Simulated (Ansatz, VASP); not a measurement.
**One calculation of Ba, two programs**

```xyz
1
Lattice="-2.2500 2.7500 2.5000 2.2500 -2.7500 2.5000 2.2500 2.7500 -2.5000" Properties=species:S:1:pos:R:3 pbc="T T T"
Ba    0.0000    0.0000    0.0000
```

Change from the starting cell: strain -0.1000 x Voigt [1, -1, 0, 0, 0, 0], atoms carried along.

Alike in both runs: task single point; functional LDA; k mesh 14 × 14 × 14; occupations gaussian, width 0.15 eV; no spin polarisation.

|  | VASP | Ansatz |
| --- | --- | --- |
| version | VASP 6.6.1 | Ansatz 0.2.0 |
| potentials or method | VASP PAW LDA potentials, release 64 (Ba_sv), cutoff 520 eV | scalar-relativistic, plane waves, PAW |
| valence electrons in the cell | 10 | 10 |

```csv
,VASP,Ansatz,Ansatz less VASP
gap on the k mesh at the Fermi level (eV),none,none,-
pressure (GPa),-1.1,-1.1,-0.04
"traceless stress, the component that is largest in VASP (GPa)",0.59,0.59,-0.004
```

LDA's correlation is that of Perdew and Zunger in VASP and of Perdew and Wang (1992) in Ansatz. A gap of «none» marks a metal or a gap that the smearing closes.

Spin-orbit coupling is off throughout.
